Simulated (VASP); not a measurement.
Write the native input for VASP 6.6.1 that does the following.

```
Task                            : G0W0 quasiparticle levels
Functional                      : r2SCAN
Potentials or basis             : VASP PAW PBE potentials, release 64 (Ba_sv_GW, Te_GW)
Cutoff                          : 500 eV
k mesh                          : 4 × 4 × 4
Occupations                     : gaussian, width 0.01 eV
Spin                            : no spin polarisation
Dipole correction               : no
GW scheme                       : G0W0
GW iterations                   : 1
Cutoff of the response function : 140
Frequency points                : 96
Empty bands                     : 331
Further INCAR settings          : ALGO = EVGW0; EDIFF = 1e-08; NBANDS = 339
```

BaTe:

```xyz
2
Lattice="0.0000 3.5324 3.5324 3.5324 0.0000 3.5324 3.5324 3.5324 0.0000" Properties=species:S:1:pos:R:3 pbc="T T T"
Ba    0.0000    0.0000    0.0000
Te    3.5324    3.5324    3.5324
```

One way to write it, as run:

POSCAR

```
BaTe
1.0
    0.0000000000      3.5323792142      3.5323792142
    3.5323792142      0.0000000000      3.5323792142
    3.5323792142      3.5323792142      0.0000000000
Ba Te
1 1
Direct
    0.0000000000      0.0000000000      0.0000000000
    0.5000000000      0.5000000000      0.5000000000
```

INCAR.step1

```
PREC = Accurate
ENCUT = 500
EDIFF = 1E-8
ISMEAR = 0
SIGMA = 0.01
LREAL = F
LASPH = T
NELM = 100
ALGO = Normal
LWAVE = T
LCHARG = F
METAGGA = R2SCAN
LMIXTAU = T
```

INCAR.step2

```
PREC = Accurate
ENCUT = 500
EDIFF = 1E-8
ISMEAR = 0
SIGMA = 0.01
LREAL = F
LASPH = T
NELM = 1
ALGO = Exact
LWAVE = T
LCHARG = F
METAGGA = R2SCAN
LMIXTAU = T
NBANDS = 339
LOPTICS = T
ISTART = 1
```

INCAR.step3

```
PREC = Accurate
ENCUT = 500
EDIFF = 1E-8
ISMEAR = 0
SIGMA = 0.01
LREAL = F
LASPH = T
ALGO = EVGW0
LWAVE = F
LCHARG = F
METAGGA = R2SCAN
LMIXTAU = T
NELMGW = 1
NBANDS = 339
ENCUTGW = 140.0
NOMEGA = 96
PRECFOCK = Fast
ISTART = 1
NBANDSGW = 16
OMEGAMAX = 20
```

KPOINTS

```
regular mesh
0
Gamma
  4 4 4
```

Potentials or basis: VASP PAW PBE potentials, release 64 (Ba_sv_GW, Te_GW).

Command:

```sh
$ cat potpaw_PBE.64/Ba_sv_GW/POTCAR potpaw_PBE.64/Te_GW/POTCAR > POTCAR
$ cp INCAR.step1 INCAR
$ mpirun -np 1 vasp_std > vasp.out
$ cp INCAR.step2 INCAR
$ mpirun -np 1 vasp_std > vasp.out
$ cp INCAR.step3 INCAR
$ mpirun -np 1 vasp_std > vasp.out
```

Results of the run:

- Quasiparticle gap: 2.85 eV
- Least direct quasiparticle gap: 3.26 eV
- Band gap of the starting levels on the mesh: 1.99 eV
- Least direct gap of the starting levels on the mesh: 2.35 eV

Caveat: the k points lie up to 0.39 Å⁻¹ apart; bands, screening cutoff and mesh are small and nothing is extrapolated, so the quasiparticle values aren't converged; spin-orbit coupling is left out, which moves the levels of the heavy elements.

Run time: 15 min on 1 thread of Intel(R) Xeon(R) Platinum 8488C (Sapphire Rapids), with other jobs on the host, peak memory 1.4 GiB.
